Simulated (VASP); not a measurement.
Set up this calculation in VASP 6.6.1, as the native input.

- Task: single point
- Functional: LDA
- Potentials or basis: VASP PAW LDA potentials, release 64 (Al)
- Cutoff: 520 eV
- k mesh: 22 × 22 × 22
- Occupations: gaussian, width 0.15 eV
- Spin: no spin polarisation
- Dipole correction: no
- Further INCAR settings: ALGO = Normal; EDIFF = 1e-06; NBANDS = 8

The structure of Al lies in POSCAR:

```
Al
1.0
   -1.6633566971      1.6633566971      1.5435950149
    1.6633566971     -1.6633566971      1.5435950149
    1.6633566971      1.6633566971     -1.5435950149
Al
1
Direct
    0.0000000000      0.0000000000      0.0000000000
```

This cell differs from its parent crystal: volume 17.083 Å^3 an atom, c/a of the conventional cell 0.9280.

These files were run (other wordings do the same):

INCAR

```
SYSTEM = Al
PREC = Accurate
ENCUT = 520
EDIFF = 1E-6
ISMEAR = 0
SIGMA = 0.15
LREAL = .False.
LASPH = .True.
NELM = 60
ALGO = Normal
ISIF = 2
LWAVE = .False.
LCHARG = .True.
LELF = .True.
LVHAR = .True.
NBANDS = 8
```

KPOINTS

```
regular mesh
0
Gamma
  22 22 22
  0 0 0
```

Potentials or basis: VASP PAW LDA potentials, release 64 (Al).

Command:

```sh
$ cat potpaw_LDA.64/Al/POTCAR > POTCAR
$ mpirun -np 1 vasp_std > vasp.out
```

It gave:

```yaml
Pressure: -3.5 GPa
```

Run time: 80 s on 1 thread of AMD EPYC 9R45 (Zen 5), on a shared host, peak memory 0.17 GiB.
